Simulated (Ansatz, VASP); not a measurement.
**RuPtSe3: VASP beside Ansatz**

Contents of INCAR:

```
SYSTEM = RuPtSe3
  PREC = Accurate
  ENCUT = 600
  EDIFF = 1E-6
  ISMEAR = 0
  SIGMA = 0.1
  LREAL = .FALSE.
  LASPH = .TRUE.
  NELM = 60
  ALGO = Normal
  ISIF = 3
  LWAVE = .FALSE.
  LCHARG = .FALSE.
  GGA = PE
  IBRION = 2
  NSW = 100
  EDIFFG = -0.01
```

File KPOINTS:

```
Automatic mesh
0
G
  8 8 8
  0 0 0
```

The input POSCAR:

```
RuPtSe3
1.0
    4.7984084862      0.0000000000      0.0000000000
    0.0000000000      4.7984084862      0.0000000000
    0.0000000000      0.0000000000      4.7984084862
Ru Pt Se
1 1 3
Direct
    0.5000000000      0.5000000000      0.5000000000
    0.0000000000      0.0000000000      0.0000000000
    0.0000000000      0.5000000000      0.5000000000
    0.5000000000      0.0000000000      0.5000000000
    0.5000000000      0.5000000000      0.0000000000
```

Input for Ansatz:

```yaml
crystal:
  lattice:
    - [4.7984084862, 0.0, 0.0]
    - [0.0, 4.7984084862, 0.0]
    - [0.0, 0.0, 4.7984084862]
  atoms:
    - { symbol: Ru, position: [0.5, 0.5, 0.5] }
    - { symbol: Pt, position: [0.0, 0.0, 0.0] }
    - { symbol: Se, position: [0.0, 0.5, 0.5] }
    - { symbol: Se, position: [0.5, 0.0, 0.5] }
    - { symbol: Se, position: [0.5, 0.5, 0.0] }
basis:
  ecutwfc: 420
kpoints:
  mp_grid: { grid: [8, 8, 8] }
hamiltonian:
  xc: pbe
scf:
  occupations: { method: gaussian, width: 0.1 }
output:
  forces: true
  stress: true
  eigenvalues: true
relax:
  adjacent_minimum: "off"
  f_tol: 0.01
  max_steps: 80
  cell: { stress_tol: 0.05 }
```

Alike in both runs: task relaxation of cell and atoms; functional PBE; k mesh 8 × 8 × 8; occupations gaussian, width 0.1 eV; no spin polarisation.

|  | VASP | Ansatz |
| --- | --- | --- |
| version | VASP 6.6.1 | Ansatz 0.2.0 |
| potentials or method | VASP PAW PBE potentials, release 64 (Ru_pv, Pt, Se), cutoff 600 eV | scalar-relativistic, plane waves, PAW |
| valence electrons in the cell | 42 | 82 |

```csv
,VASP,Ansatz,Ansatz less VASP
"gap on the k mesh at the Fermi level, each at its own relaxed structure (eV)",none,none,-
relaxed volume (Å³/atom),21.96,21.93,-0.023
relaxed cell length with the largest relative difference (Å),4.788,4.787,-0.0017
```

A gap of «none» marks a metal or a gap that the smearing closes. VASP's potentials hold 42 valence electrons a cell and Ansatz's 82, so a difference there can come from the potentials and not from the codes.

Spin-orbit coupling is off throughout. Noted on VASP's run: too few bands were computed for a metal, which touches its energy and stress.
